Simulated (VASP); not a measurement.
# Ti3Se (P-6m2) in VASP: further runs

Ti3Se is run at these levels: LDA; tasks: single point.

All numbers are computed with VASP 6.6.1; they aren't measurements. Logs are shortened: lines on timing, memory, paths and dates and some standing lists are left out, and cuts for length are marked.

## 1. The cell of the first run

The structure is hexagonal, space group P-6m2 (No. 187). Conventional cell: a = 3.197 Å, b = 3.197 Å, c = 7.943 Å, α = 90.00°, β = 90.00°, γ = 120.00°. Within 3.4 Å of Se (site symmetry -6m2) lie 6 Ti at 2.58 Å and 6 Se at 3.20 Å. Ti (site symmetry -6m2) has 12 Ti at 2.85 to 3.20 Å within 3.8 Å. Ti (site symmetry 3m) has 3 Se at 2.58 Å and 9 Ti at 2.85 to 3.20 Å within 3.4 Å.

## 2. Single point, LDA (17.58 Å³/atom)

The input, INCAR:

```
SYSTEM = Ti3Se
PREC = Accurate
ENCUT = 520
EDIFF = 1E-7
ISMEAR = -1
SIGMA = 0.05
LREAL = .FALSE.
LASPH = .TRUE.
NELM = 100
ALGO = Normal
ISIF = 2
LWAVE = .FALSE.
LCHARG = .FALSE.
NBANDS = 29
```

The input, KPOINTS:

```
regular mesh
0
G
  10 10 4
  0 0 0
```

The input, POSCAR:

```
Ti3Se
1.0
    3.1974455988      0.0000000000      0.0000000000
   -1.5987227994      2.7690691158      0.0000000000
    0.0000000000      0.0000000000      7.9427450000
Se Ti
1 3
Direct
    0.0000000000      0.0000000000      0.0000000000
    0.6666666667      0.3333333333      0.5000000000
    0.3333333333      0.6666666667      0.7729020000
    0.3333333333      0.6666666667      0.2270980000
```

Potentials or basis: VASP PAW LDA potentials, release 64 (Se, Ti_sv).

The run is started by

```
cat potpaw_LDA.64/Se/POTCAR potpaw_LDA.64/Ti_sv/POTCAR > POTCAR
mpirun -np 1 vasp_std > vasp.out
```

OUTCAR:

```text
SYSTEM = Ti3Se
   PREC = Accurate
   ENCUT = 520
   EDIFF = 1E-7
   ISMEAR = -1
   LREAL = .FALSE.
   LASPH = .TRUE.
   NELM = 100
   ISIF = 2

 ion  position               nearest neighbor table
   1  0.000  0.000  0.000-   3 2.58   4 2.58   3 2.58   4 2.58   3 2.58   4 2.58
   2  0.667  0.333  0.500-   3 2.85   4 2.85   3 2.85   4 2.85   3 2.85   4 2.85
   3  0.333  0.667  0.773-   1 2.58   1 2.58   1 2.58   2 2.85   2 2.85   2 2.85
   4  0.333  0.667  0.227-   1 2.58   1 2.58   1 2.58   2 2.85   2 2.85   2 2.85

  LATTYP: Found a hexagonal cell.
 ALAT       =     3.1974455988
 C/A-ratio  =     2.4840907389

  Lattice vectors:

 A1 = (   3.1974455988,   0.0000000000,   0.0000000000)
 A2 = (  -1.5987227994,   2.7690691158,   0.0000000000)
 A3 = (   0.0000000000,   0.0000000000,   7.9427450000)

Analysis of symmetry for initial positions (statically):
=====================================================================
 Subroutine PRICEL returns:
 Original cell was already a primitive cell.

 Routine SETGRP: Setting up the symmetry group for a
 hexagonal supercell.

 Subroutine GETGRP returns: Found 12 space group operations
 (whereof 12 operations were pure point group operations)
 out of a pool of 24 trial point group operations.

The static configuration has the point symmetry D_3h.

Analysis of symmetry for dynamics (positions and initial velocities):
=====================================================================
 Subroutine PRICEL returns:
 Original cell was already a primitive cell.

 Routine SETGRP: Setting up the symmetry group for a
 hexagonal supercell.

 Subroutine GETGRP returns: Found 12 space group operations
 (whereof 12 operations were pure point group operations)
 out of a pool of 24 trial point group operations.

The dynamic configuration has the point symmetry D_3h.

 Subroutine INISYM returns: Found 12 space group operations
 (whereof 12 operations are pure point group operations),
 and found     1 'primitive' translations

----------------------------------------------------------------------------------------

                                     Primitive cell

  volume of cell :      70.3247

  direct lattice vectors                    reciprocal lattice vectors
     3.197445599  0.000000000  0.000000000     0.312749653  0.180566096  0.000000000
    -1.598722799  2.769069116  0.000000000     0.000000000  0.361132192  0.000000000
     0.000000000  0.000000000  7.942745000     0.000000000  0.000000000  0.125901058

  length of vectors
     3.197445599  3.197445599  7.942745000     0.361132192  0.361132192  0.125901058

  position of ions in fractional coordinates (direct lattice)
     0.000000000  0.000000000  0.000000000
     0.666666667  0.333333333  0.500000000
     0.333333333  0.666666667  0.772902000
     0.333333333  0.666666667  0.227098000

  ion indices of the primitive-cell ions
   primitive index   ion index
                 1           1
                 2           2
                 3           3
                 4           4

----------------------------------------------------------------------------------------

 KPOINTS: regular mesh

Automatic generation of k-mesh.
 Grid dimensions read from file:
 generate k-points for:   10   10    4

 Generating k-lattice:

  Cartesian coordinates                     Fractional coordinates (reciprocal lattice)
     0.031274965  0.018056610  0.000000000     0.100000000 -0.000000000  0.000000000
     0.000000000  0.036113219  0.000000000     0.000000000  0.100000000  0.000000000
     0.000000000  0.000000000  0.031475265     0.000000000  0.000000000  0.250000000

  Length of vectors
     0.036113219  0.036113219  0.031475265

  Shift w.r.t. Gamma in fractional coordinates (k-lattice)
     0.000000000  0.000000000  0.000000000

 Subroutine IBZKPT returns following result:
 ===========================================

 Found     42 irreducible k-points:

 Following reciprocal coordinates:
            Coordinates               Weight
  0.000000  0.000000  0.000000      1.000000
  0.100000  0.000000  0.000000      6.000000
  0.200000  0.000000  0.000000      6.000000
  0.300000 -0.000000  0.000000      6.000000
  0.400000  0.000000  0.000000      6.000000
  0.500000 -0.000000  0.000000      3.000000
[... 16 lines left out ...]
  0.300000  0.100000  0.250000     24.000000
  0.400000  0.100000  0.250000     24.000000
 [... further k-points ...]
   k-points           NKPTS =     42   k-points in BZ     NKDIM =     42   number of bands    NBANDS=     29
   number of dos      NEDOS =    301   number of ions     NIONS =      4
   total plane-waves  NPLWV =  34560
   dimension x,y,z NGX =    24 NGY =   24 NGZ =   60
   dimension x,y,z NGXF=    48 NGYF=   48 NGZF=  120
   ions per type =               1   3
   NGX,Y,Z   is equivalent  to a cutoff of  12.48, 12.48, 12.56 a.u.
   NGXF,Y,Z  is equivalent  to a cutoff of  24.96, 24.96, 25.12 a.u.
 SYSTEM =  Ti3Se
[... 28 lines left out ...]
     AMIX     =   0.40;   BMIX     =  1.00
     AMIX_MAG =   1.60;   BMIX_MAG =  1.00
  volume/ion in A,a.u.               =      17.58       118.64
  Fermi-wavevector in a.u.,A,eV,Ry     =   1.378654  2.605279 25.860428  1.900688
  Thomas-Fermi vector in A             =   2.503696
   LORBIT       =      0    0 simple, 1 ext, 2 COOP (PROOUT), +10 PAW based schemes
   GGA     = CA    functional components
   LHFCALC =     F    Hartree Fock is set to
   AEXX    =    0.0000 exact exchange contribution
   IVDW    =     0    specifies the selected vdW correction
   LEPSILON=     F    determine dielectric tensor
   LRPA    =     F    only Hartree local field effects (RPA)
 non-spin polarized calculation
  energy-cutoff  :      520.00
  volume of cell :       70.32
 maximum number of plane-waves:      1918
 NGX is ok and might be reduce to    24
   NGX = 11   NGY = 11   NGZ = 29

 number of electron      41.9999998 magnetization

 Free energy of the ion-electron system (eV)
  ---------------------------------------------------
  ext. energy  EPLUGINS =         0.00000000
  ---------------------------------------------------
  free energy    TOTEN  =       -31.81606652 eV

  energy without entropy =      -31.79168746  energy(sigma->0) =      -31.80387699

 E-fermi :   7.8805     XC(G=0): -11.6046

 val. band max:        7.8702244169   @ k =   0.1000   0.1000   0.0000
 cond. band min:       7.8859569078   @ k =   0.3000   0.2000   0.0000
 fundamental gap:      0.0157324909
 Fermi energy:         7.8805281233

 k-point     1 :       0.0000    0.0000    0.0000
  band No.  band energies     occupation
      1     -48.4365      2.00000
      2     -48.4144      2.00000
      3     -48.2606      2.00000
      4     -25.3057      2.00000
      5     -25.2075      2.00000
      6     -24.9222      2.00000
[... 21 lines left out ...]
     28       9.5409      0.00000
     29       9.5409      0.00000

 k-point     2 :       0.1000    0.0000    0.0000
  band No.  band energies     occupation
      1     -48.4324      2.00000
      2     -48.4118      2.00000
      3     -48.2596      2.00000
      4     -25.2950      2.00000
      5     -25.2100      2.00000
      6     -24.9412      2.00000
[... 21 lines left out ...]
     28       9.4708      0.00000
     29       9.5297      0.00000

 k-point     3 :       0.2000    0.0000    0.0000
  band No.  band energies     occupation
      1     -48.4214      2.00000
      2     -48.4049      2.00000
      3     -48.2572      2.00000
      4     -25.2666      2.00000
      5     -25.2188      2.00000
      6     -25.0038      2.00000
[... 21 lines left out ...]
     28       9.5643      0.00000
     29       9.6439      0.00000

 k-point     4 :       0.3000   -0.0000    0.0000
  band No.  band energies     occupation
      1     -48.4074      2.00000
      2     -48.3964      2.00000
      3     -48.2546      2.00000
      4     -25.2354      2.00000
      5     -25.2326      2.00000
      6     -25.0783      2.00000
[... 597 lines left out ...]
     28       9.8141      0.00000
     29      10.1461      0.00000

 k-point    23 :       0.3000    0.1000    0.2500
  band No.  band energies     occupation
      1     -48.3987      2.00000
      2     -48.3924      2.00000
      3     -48.2532      2.00000
      4     -25.2390      2.00000
      5     -25.2166      2.00000
      6     -25.1137      2.00000
[... 21 lines left out ...]
     28      10.1803      0.00000
     29      10.4031      0.00000

 k-point    24 :       0.4000    0.1000    0.2500
  band No.  band energies     occupation
      1     -48.3906      2.00000
      2     -48.3874      2.00000
      3     -48.2521      2.00000
      4     -25.2482      2.00000
      5     -25.2140      2.00000
      6     -25.1339      2.00000
[... 21 lines left out ...]
     28      10.4902      0.00000
     29      10.6534      0.00000

 [... further k-points ...]

------------------------ aborting loop because EDIFF is reached ----------------------------------------

  FORCE on cell =-STRESS in cart. coord.  units (eV):
  Direction    XX          YY          ZZ          XY          YZ          ZX
  --------------------------------------------------------------------------------------
  -------------------------------------------------------------------------------------
  Total       -3.1870695     -3.1870695     -3.8391560     -0.0000000      0.0000000     -0.0000000
  in kB      -72.6096828    -72.6096828    -87.4658991     -0.0000000      0.0000000     -0.0000000
  external PRESSURE =     -77.5617549 kB  Pullay stress =       0.0000000 kB

 VOLUME and BASIS-vectors are now :
 -----------------------------------------------------------------------------
  energy-cutoff  :      520.00
  volume of cell :       70.32
      direct lattice vectors                 reciprocal lattice vectors
     3.197445599  0.000000000  0.000000000     0.312749653  0.180566096  0.000000000
    -1.598722799  2.769069116  0.000000000     0.000000000  0.361132192  0.000000000
     0.000000000  0.000000000  7.942745000     0.000000000  0.000000000  0.125901058

 POSITION                                       TOTAL-FORCE (eV/Angst)
 -----------------------------------------------------------------------------------
      0.00000      0.00000      0.00000        -0.000000      0.000000      0.000000
      1.59872      0.92302      3.97137         0.000000      0.000000      0.000000
     -0.00000      1.84605      6.13896        -0.000000     -0.000000      0.085271
     -0.00000      1.84605      1.80378         0.000000      0.000000     -0.085271
 -----------------------------------------------------------------------------------
    total drift:                                0.000000     -0.000000     -0.000000

  FREE ENERGIE OF THE ION-ELECTRON SYSTEM (eV)
  ---------------------------------------------------
  free  energy   TOTEN  =       -31.8160665213 eV

  energy  without entropy=      -31.7916874622  energy(sigma->0) =      -31.80387699
```

It took 2 min on 1 thread of Intel Xeon 8259CL, shared host; peak memory 0.2 GiB.

Results:

```yaml
Free_energy: -31.8161 eV
Pressure: -7.8 GPa
Largest_force: 0.085 eV/Å
Band_gap_on_the_k_mesh: zero (bands 21 and 22 overlap by 0.53 eV)
```

Forces in eV/Å, atoms in the order of the input:
```
Se   0.000  0.000  0.000
Ti   0.000  0.000  0.000
Ti   0.000  0.000  0.085
Ti   0.000  0.000 -0.085
```

Levels at points of the mesh, in eV from the Fermi level:
```
           k point  band 19  band 20  band 21  band 22  band 23  band 24
(0.00, 0.00, 0.00)    -0.09     0.15     0.15     0.29     0.29     0.95
(0.50, 0.00, 0.00)    -1.54    -0.59    -0.41     0.18     0.84     0.84
(0.00, 0.00, 0.50)    -0.61     0.38     0.38     0.60     0.60     0.60
(0.50, 0.00, 0.50)    -1.47    -0.86    -0.84     0.61     0.84     0.99
```

Caveat: the cell stands under tension.

## 3. Single point, LDA (17.93 Å³/atom)

This run uses another cell than the first one, of 17.93 Å³/atom.

The input, INCAR:

```
PREC     = Accurate       # precision mode
ENCUT    = 520            # plane-wave cutoff, eV
EDIFF    = 1E-7           # SCF threshold, eV
ISMEAR   = -1             # smearing method
SIGMA    = 0.05           # smearing width, eV
LREAL    = F              # projectors in reciprocal space
LASPH    = T              # aspherical terms in the spheres
NELM     = 100            # most SCF steps
ALGO     = Normal         # electronic algorithm
ISIF     = 2              # what is computed and relaxed
LWAVE    = F              # write WAVECAR
LCHARG   = F              # write CHGCAR
GGA      = CA             # functional
NBANDS   = 29             # bands
```

The input, KPOINTS:

```
Automatic mesh
0
Gamma
  10 10 4
```

The input, POSCAR:

```
Ti3Se
1.0
    3.2186213523      0.0000000000      0.0000000000
   -1.6093106762      2.7874078563      0.0000000000
    0.0000000000      0.0000000000      7.9953474932
Se Ti
1 3
Direct
    0.0000000000      0.0000000000      0.0000000000
    0.6666666667      0.3333333333      0.5000000000
    0.3333333333      0.6666666667      0.7729020000
    0.3333333333      0.6666666667      0.2270980000
```

Potentials or basis: VASP PAW LDA potentials, release 64 (Se, Ti_sv).

The run is started by

```
cat potpaw_LDA.64/Se/POTCAR potpaw_LDA.64/Ti_sv/POTCAR > POTCAR
mpirun -np 1 vasp_std > vasp.out
```

Run time: 2.6 min. Hardware: 1 thread of Intel Xeon 8259CL, shared host; peak memory 0.2 GiB.

The run converged. Its results:

| Quantity | Value |
| --- | --- |
| Free energy | -31.7400 eV |
| Pressure | -9.6 GPa |
| Largest force | 0.141 eV/Å |
| Band gap on the k mesh | zero (bands 21 and 22 overlap by 0.52 eV) |

Forces on the atoms (eV/Å):
```
Se   0.000  0.000  0.000
Ti   0.000  0.000  0.000
Ti   0.000  0.000  0.141
Ti   0.000  0.000 -0.141
```

Stress tensor (GPa, compression positive):
```
 -9.03   0.00   0.00
  0.00  -9.03   0.00
  0.00   0.00 -10.83
```

Levels at points of the mesh, in eV from the Fermi level:
| k point | band 19 | band 20 | band 21 | band 22 | band 23 | band 24 |
| --- | --- | --- | --- | --- | --- | --- |
| (0.00, 0.00, 0.00) | -0.12 | 0.15 | 0.15 | 0.29 | 0.29 | 0.92 |
| (0.50, 0.00, 0.00) | -1.51 | -0.60 | -0.41 | 0.18 | 0.80 | 0.82 |
| (0.00, 0.00, 0.50) | -0.60 | 0.37 | 0.37 | 0.57 | 0.59 | 0.59 |
| (0.50, 0.00, 0.50) | -1.44 | -0.85 | -0.82 | 0.58 | 0.82 | 0.96 |

Caveat: the cell stands under tension.

## 4. Single point, LDA (18.28 Å³/atom)

This run uses another cell than the first one, of 18.28 Å³/atom.

The input, INCAR:

```
SYSTEM = Ti3Se
ALGO = Normal ; EDIFF = 1E-6
ENCUT = 520 ; ISIF = 2
ISMEAR = -1 ; LASPH = .True.
LCHARG = .True. ; LELF = .True.
LREAL = .False. ; LVHAR = .True.
LWAVE = .False. ; NBANDS = 29
NELM = 80 ; PREC = Accurate
SIGMA = 0.05
```

The input, KPOINTS:

```
k-points
0
Gamma
  10 10 4
  0 0 0
```

The input, POSCAR:

```
Ti3Se
1.0
    3.2395220766      0.0000000000      0.0000000000
   -1.6197610383      2.8055084145      0.0000000000
    0.0000000000      0.0000000000      8.0472667889
Se Ti
1 3
Direct
    0.0000000000      0.0000000000      0.0000000000
    0.6666666667      0.3333333333      0.5000000000
    0.3333333333      0.6666666667      0.7729020000
    0.3333333333      0.6666666667      0.2270980000
```

The run is started by

```
cat potpaw_LDA.64/Se/POTCAR potpaw_LDA.64/Ti_sv/POTCAR > POTCAR
mpirun -np 1 vasp_std > vasp.out
```

It took 2.4 min on 1 thread of Intel Xeon 8259CL, shared host; peak memory 0.2 GiB.

Results (log left out):

```yaml
Free_energy: -31.6483 eV
Pressure: -11.3 GPa
Largest_force: 0.191 eV/Å
Band_gap_on_the_k_mesh: zero (bands 21 and 22 overlap by 0.51 eV)
```

Forces on the atoms (eV/Å):
```
Se   0.000  0.000  0.000
Ti   0.000  0.000  0.000
Ti   0.000  0.000  0.191
Ti   0.000  0.000 -0.191
```

Stress tensor (GPa, compression positive):
```
-10.59   0.00   0.00
  0.00 -10.59   0.00
  0.00   0.00 -12.70
```

Levels at points of the mesh, in eV from the Fermi level:
```csv
k point,band 18,band 19,band 20,band 21,band 22,band 23,band 24,band 25
"(0.00, 0.00, 0.00)",-1.31,-0.15,0.15,0.15,0.28,0.28,0.88,1.02
"(0.50, 0.00, 0.00)",-1.68,-1.47,-0.60,-0.40,0.18,0.77,0.81,2.18
"(0.00, 0.00, 0.50)",-1.38,-0.59,0.37,0.37,0.54,0.57,0.57,0.95
"(0.50, 0.00, 0.50)",-1.46,-1.42,-0.84,-0.79,0.55,0.80,0.94,1.18
```

Caveat: the cell stands under tension.

## 5. Single point, LDA (18.64 Å³/atom)

This run uses another cell than the first one, of 18.64 Å³/atom.

The input, INCAR:

```
ALGO = Normal
EDIFF = 1E-6
ENCUT = 520
ISIF = 2
ISMEAR = -1
LASPH = True
LCHARG = False
LREAL = False
LWAVE = False
NBANDS = 29
NELM = 100
PREC = Accurate
SIGMA = 0.05
```

The input, KPOINTS:

```
k-points
0
Gamma
  10 10 4
```

The input, POSCAR:

```
Ti3Se
1.0
    3.2601565315      0.0000000000      0.0000000000
   -1.6300782658      2.8233783766      0.0000000000
    0.0000000000      0.0000000000      8.0985246472
Se Ti
1 3
Direct
    0.0000000000      0.0000000000      0.0000000000
    0.6666666667      0.3333333333      0.5000000000
    0.3333333333      0.6666666667      0.7729020000
    0.3333333333      0.6666666667      0.2270980000
```

The run is started by

```
cat potpaw_LDA.64/Se/POTCAR potpaw_LDA.64/Ti_sv/POTCAR > POTCAR
mpirun -np 1 vasp_std > vasp.out
```

Run time: 2.6 min. Hardware: 1 thread of Intel Xeon 8259CL, shared host; peak memory 0.2 GiB.

It converged, with:

| Property | Result |
| --- | --- |
| Free energy | -31.5428 eV |
| Pressure | -12.8 GPa |
| Largest force | 0.235 eV/Å |
| Band gap on the k mesh | zero (bands 21 and 22 overlap by 0.51 eV) |

Forces on the atoms (eV/Å):
```
Se   0.000  0.000  0.000
Ti   0.000  0.000  0.000
Ti   0.000  0.000  0.235
Ti   0.000  0.000 -0.235
```

Stress tensor (GPa, compression positive):
```
-11.99   0.00   0.00
  0.00 -11.99   0.00
  0.00   0.00 -14.38
```

Levels at points of the mesh, in eV from the Fermi level:
```csv
k point,band 18,band 19,band 20,band 21,band 22,band 23,band 24,band 25
"(0.00, 0.00, 0.00)",-1.30,-0.17,0.15,0.15,0.28,0.28,0.85,1.00
"(0.50, 0.00, 0.00)",-1.64,-1.44,-0.61,-0.39,0.17,0.75,0.80,2.12
"(0.00, 0.00, 0.50)",-1.37,-0.58,0.36,0.36,0.51,0.56,0.56,0.93
"(0.50, 0.00, 0.50)",-1.42,-1.40,-0.83,-0.77,0.53,0.78,0.92,1.15
```

Caveat: the cell stands under tension.

## 6. Summary

```tsv
cell	gap on the mesh (eV)	pressure (GPa)	largest force (eV/Å)
a = 3.197, b = 3.197, c = 7.943 Å, angles 90.0, 90.0, 120.0°, 4 atoms	none	-7.8	0.09
a = 3.219, b = 3.219, c = 7.995 Å, angles 90.0, 90.0, 120.0°, 4 atoms	none	-9.6	0.14
a = 3.240, b = 3.240, c = 8.047 Å, angles 90.0, 90.0, 120.0°, 4 atoms	none	-11.3	0.19
a = 3.260, b = 3.260, c = 8.099 Å, angles 90.0, 90.0, 120.0°, 4 atoms	none	-12.8	0.23
```

Alike in all rows: task single point; level LDA; potentials or basis VASP PAW LDA potentials, release 64 (Se, Ti_sv); no spin polarisation; k mesh 10 × 10 × 4; cutoff (eV) 520; smearing fermi-dirac 0.05 eV.

Caveats: the cell stands under tension.

Total energies depend on the potentials used, so only differences within one code and one set of settings carry meaning.
